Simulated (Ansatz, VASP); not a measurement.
BaTe in VASP and in Ansatz

```
CELL_PARAMETERS angstrom
0.00000 3.43314 3.45031
3.43314 0.00000 3.45031
3.43314 3.43314 0.00000
ATOMIC_POSITIONS crystal
Ba 0.00000 0.00000 0.00000
Te 0.50000 0.50000 0.50000
```

Change from the starting cell: z stretched by +0.5 %, x and y held.

Alike in both runs: task single point; functional LDA; k mesh 6 × 6 × 6; no spin polarisation.

|  | VASP | Ansatz |
| --- | --- | --- |
| version | VASP 6.6.1 | Ansatz 0.2.0 |
| potentials or method | VASP PAW LDA potentials, release 64 (Ba_sv, Te), cutoff 520 eV | all-electron LAPW, scalar-relativistic |
| occupations | gaussian, width 0.01 eV | fixed |

VASP gave:

```
gap on the k mesh at the Fermi level (eV)                     : 1.26
pressure (GPa)                                                : 0.3
traceless stress, the component that is largest in VASP (GPa) : -0.27
```

Estimate Ansatz's values.

gap on the k mesh at the Fermi level (eV): 1.37; pressure (GPa): -0.2; traceless stress, the component that is largest in VASP (GPa): -0.25.

LDA's correlation is that of Perdew and Zunger in VASP and of Perdew and Wang (1992) in Ansatz. Ansatz ran all-electron here, and VASP with PAW potentials.

Spin-orbit coupling is off throughout.
